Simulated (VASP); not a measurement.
# AlAs2 (I4/mmm) in VASP: further runs, part 2 of 2

VASP 6.6.1. The steps go on from the part before.

## (3) Single point, PBE

This run uses another cell than the first one, of 21.43 Å³/atom.

The input, INCAR:

```
ALGO     = Normal         # electronic algorithm
EDIFF    = 1E-6           # SCF threshold, eV
ENCUT    = 520            # plane-wave cutoff, eV
GGA      = PE             # functional
ISIF     = 2              # what is computed and relaxed
ISMEAR   = 0              # smearing method
LASPH    = T              # aspherical terms in the spheres
LCHARG   = F              # write CHGCAR
LREAL    = F              # projectors in reciprocal space
LWAVE    = F              # write WAVECAR
NBANDS   = 14             # bands
NELM     = 60             # most SCF steps
PREC     = Accurate       # precision mode
SIGMA    = 0.1            # smearing width, eV
```

The input, KPOINTS:

```
k-points
0
Gamma
  18 18 18
```

The input, POSCAR:

```
AlAs2
1.0
   -1.7262312551      1.7262312551      5.3930052942
    1.7262312551     -1.7262312551      5.3930052942
    1.7262312551      1.7262312551     -5.3930052942
Al As
1 2
Direct
    0.0000000000      0.0000000000      0.0000000000
    0.3850203421      0.3850203421      0.0000000000
    0.6149796579      0.6149796579      0.0000000000
```

Potentials or basis: VASP PAW PBE potentials, release 64 (Al, As).

Launch:

```
cat potpaw_PBE.64/Al/POTCAR potpaw_PBE.64/As/POTCAR > POTCAR
mpirun -np 1 vasp_std > vasp.out
```

OUTCAR:

```text
EDIFF = 1E-6
   ENCUT = 520
   GGA = PE
   ISIF = 2
   ISMEAR = 0
   LASPH = T
   LREAL = F
   NELM = 60
   PREC = Accurate

 ion  position               nearest neighbor table
   1  0.000  0.000  0.000-   3 2.74   3 2.74   3 2.74   2 2.74   3 2.74   2 2.74   2 2.74   2 2.74

   2  0.385  0.385  0.000-   3 2.48   1 2.74   1 2.74   1 2.74   1 2.74
   3  0.615  0.615  0.000-   2 2.48   1 2.74   1 2.74   1 2.74   1 2.74

  LATTYP: Found a body centered tetragonal cell.
 ALAT       =     3.4524625102
 C/A-ratio  =     3.1241499528

  Lattice vectors:

 A1 = (  -1.7262312551,   1.7262312551,   5.3930052942)
 A2 = (   1.7262312551,  -1.7262312551,   5.3930052942)
 A3 = (   1.7262312551,   1.7262312551,  -5.3930052942)

Analysis of symmetry for initial positions (statically):
=====================================================================
 Subroutine PRICEL returns:
 Original cell was already a primitive cell.

 Routine SETGRP: Setting up the symmetry group for a
 body centered tetragonal supercell.

 Subroutine GETGRP returns: Found 16 space group operations
 (whereof 16 operations were pure point group operations)
 out of a pool of 16 trial point group operations.

The static configuration has the point symmetry D_4h.

Analysis of symmetry for dynamics (positions and initial velocities):
=====================================================================
 Subroutine PRICEL returns:
 Original cell was already a primitive cell.

 Routine SETGRP: Setting up the symmetry group for a
 body centered tetragonal supercell.

 Subroutine GETGRP returns: Found 16 space group operations
 (whereof 16 operations were pure point group operations)
 out of a pool of 16 trial point group operations.

The dynamic configuration has the point symmetry D_4h.

 Subroutine INISYM returns: Found 16 space group operations
 (whereof 16 operations are pure point group operations),
 and found     1 'primitive' translations

----------------------------------------------------------------------------------------

                                     Primitive cell

  volume of cell :      64.2819

  direct lattice vectors                    reciprocal lattice vectors
    -1.726231255  1.726231255  5.393005294     0.000000000  0.289648330  0.092712685
     1.726231255 -1.726231255  5.393005294     0.289648330  0.000000000  0.092712685
     1.726231255  1.726231255 -5.393005294     0.289648330  0.289648330  0.000000000

  length of vectors
     5.919818814  5.919818814  5.919818814     0.304124640  0.304124640  0.409624596

  position of ions in fractional coordinates (direct lattice)
     0.000000000  0.000000000  0.000000000
     0.385020342  0.385020342  0.000000000
     0.614979658  0.614979658  0.000000000

  ion indices of the primitive-cell ions
   primitive index   ion index
                 1           1
                 2           2
                 3           3

----------------------------------------------------------------------------------------

 KPOINTS: k-points

[... 25 lines left out ...]
  0.055556  0.000000 -0.000000      8.000000
  0.111111  0.000000 -0.000000      8.000000
  0.166667  0.000000 -0.000000      8.000000
  0.222222  0.000000 -0.000000      8.000000
  0.277778  0.000000 -0.000000      8.000000
[... 16 lines left out ...]
 -0.277778  0.055556  0.000000     16.000000
 -0.222222  0.055556  0.000000     16.000000
 [... further k-points ...]
   k-points           NKPTS =    480   k-points in BZ     NKDIM =    480   number of bands    NBANDS=     14
   number of dos      NEDOS =    301   number of ions     NIONS =      3
   total plane-waves  NPLWV = 110592
   dimension x,y,z NGX =    48 NGY =   48 NGZ =   48
   dimension x,y,z NGXF=    96 NGYF=   96 NGZF=   96
   ions per type =               1   2
   NGX,Y,Z   is equivalent  to a cutoff of  13.48, 13.48, 13.48 a.u.
   NGXF,Y,Z  is equivalent  to a cutoff of  26.96, 26.96, 26.96 a.u.
 SYSTEM =  unknown system
   PREC   = accura    normal or accurate (medium, high low for compatibility)
   ISTART =      0    job   : 0-new  1-cont  2-samecut
   ICHARG =      2    charge: 1-file 2-atom 10-const
   ISPIN  =      1    spin polarized calculation?
   LNONCOLLINEAR =      F non collinear calculations
   LSORBIT =      F    spin-orbit coupling
   LASPH  =      T    aspherical Exc in radial PAW
   ENCUT  =  520.0 eV  38.22 Ry    6.18 a.u.  11.01 11.01 11.01*2*pi/ulx,y,z
   NELM   =     60;   NELMIN=  2; NELMDL= -5     # of ELM steps
   EDIFF  = 0.1E-05   stopping-criterion for ELM
   LREAL  =      F    real-space projection
   EDIFFG = 0.1E-04   stopping-criterion for IOM
   NSW    =      0    number of steps for IOM
   IBRION =     -1    ionic relax: 0-MD 1-quasi-New 2-CG
   NFREE  =      0    steps in history (QN), initial steepest desc. (CG)
   ISIF   =      2    stress and relaxation
   ISYM   =      2    0-nonsym 1-usesym 2-fastsym
   POTIM  = 0.5000    time-step for ionic-motion
   TEBEG  =    0.0;   TEEND  =   0.0 temperature during run
   PSTRESS=    0.0 pullay stress
   NELECT =      13.0000    total number of electrons
   NUPDOWN=      -1.0000    fix difference up-down
   EMIN   =  10.00;   EMAX   =-10.00  energy-range for DOS
   EFERMI =   0.00;   METHOD = LEGACY
   ISMEAR =     0;   SIGMA  =   0.10  broadening in eV -4-tet -1-fermi 0-gaus
   EFERMI_NEDOS =   21; number of points for ismear=-14 and -15
   IALGO  =     38    algorithm
   IMIX   =      4    mixing-type and parameters
     AMIX     =   0.40;   BMIX     =  1.00
     AMIX_MAG =   1.60;   BMIX_MAG =  1.00
  volume/ion in A,a.u.               =      21.43       144.60
  Fermi-wavevector in a.u.,A,eV,Ry     =   0.960933  1.815900 12.563509  0.923392
  Thomas-Fermi vector in A             =   2.090260
   LORBIT       =      0    0 simple, 1 ext, 2 COOP (PROOUT), +10 PAW based schemes
   GGA     = PE    functional components
   LHFCALC =     F    Hartree Fock is set to
   AEXX    =    0.0000 exact exchange contribution
   IVDW    =     0    specifies the selected vdW correction
   LEPSILON=     F    determine dielectric tensor
   LRPA    =     F    only Hartree local field effects (RPA)
 non-spin polarized calculation
 Gauss-broadening in eV      SIGMA  =   0.10
  energy-cutoff  :      520.00
  volume of cell :       64.28
 maximum number of plane-waves:      1760
 NGX is ok and might be reduce to    48
   NGX = 23   NGY = 23   NGZ = 23

 number of electron      13.0000000 magnetization

 Free energy of the ion-electron system (eV)
  ---------------------------------------------------
  ext. energy  EPLUGINS =         0.00000000
  ---------------------------------------------------
  free energy    TOTEN  =       -12.92308238 eV

  energy without entropy =      -12.91827127  energy(sigma->0) =      -12.92067683

 E-fermi :   5.0789     XC(G=0):  -9.6317

 val. band max:        5.0728659148   @ k =   0.3889   0.1667   0.0556
 cond. band min:       5.0885728169   @ k =   0.5000   0.2222  -0.0000
 fundamental gap:      0.0157069020
 Fermi energy:         5.0789380554

 k-point     1 :       0.0000    0.0000    0.0000
  band No.  band energies     occupation
      1      -8.8809      2.00000
      2      -4.8238      2.00000
      3      -0.1863      2.00000
      4       3.7164      2.00000
      5       3.7164      2.00000
      6       5.0700      1.10070
      7       6.2127      0.00000
      8       6.2127      0.00000
      9       7.3159      0.00000
     10       8.5075      0.00000
     11      11.4463      0.00000
     12      12.1765      0.00000
     13      14.2717      0.00000
     14      14.2717      0.00000
[... 377 lines left out ...]
      1      -8.3929      2.00000
      2      -4.5342      2.00000
      3       0.3108      2.00000
      4       0.4619      2.00000
      5       3.3637      2.00000
      6       3.6963      2.00000
      7       6.3203      0.00000
      8       7.4099      0.00000
      9       8.6439      0.00000
     10      10.7453      0.00000
     11      11.3776      0.00000
     12      11.6335      0.00000
     13      12.8053      0.00000
     14      14.0618      0.00000

 [... further k-points ...]
[... 5 lines left out ...]
  --------------------------------------------------------------------------------------
  -------------------------------------------------------------------------------------
  Total        0.0438532      0.0438532      0.1441977      0.0000000      0.0000000      0.0000000
  in kB        1.0930070      1.0930070      3.5940166      0.0000000      0.0000000      0.0000000
  external PRESSURE =       1.9266769 kB  Pullay stress =       0.0000000 kB

 VOLUME and BASIS-vectors are now :
 -----------------------------------------------------------------------------
  energy-cutoff  :      520.00
  volume of cell :       64.28
      direct lattice vectors                 reciprocal lattice vectors
    -1.726231255  1.726231255  5.393005294     0.000000000  0.289648330  0.092712685
     1.726231255 -1.726231255  5.393005294     0.289648330  0.000000000  0.092712685
     1.726231255  1.726231255 -5.393005294     0.289648330  0.289648330  0.000000000

 POSITION                                       TOTAL-FORCE (eV/Angst)
 -----------------------------------------------------------------------------------
      0.00000      0.00000      0.00000         0.000000      0.000000     -0.000000
      0.00000      0.00000      4.15283        -0.000000     -0.000000     -0.057625
      0.00000      0.00000      6.63318         0.000000      0.000000      0.057625
 -----------------------------------------------------------------------------------
    total drift:                               -0.000000     -0.000000      0.000000

  FREE ENERGIE OF THE ION-ELECTRON SYSTEM (eV)
  ---------------------------------------------------
  free  energy   TOTEN  =       -12.9230823837 eV

  energy  without entropy=      -12.9182712671  energy(sigma->0) =      -12.92067683
```

Wall time 8.7 min (1 thread of AMD EPYC 9R45 (Zen 5), shared host); peak memory 0.61 GiB.

Results:

| Property | Result |
| --- | --- |
| Free energy | -12.9231 eV |
| Pressure | 0.2 GPa |
| Largest force | 0.058 eV/Å |
| Band gap on the k mesh | zero (an odd number of electrons rules out a gap without spin polarisation) |

Forces in eV/Å, atoms in the order of the input:
```
Al   0.000  0.000  0.000
As   0.000  0.000 -0.058
As   0.000  0.000  0.058
```
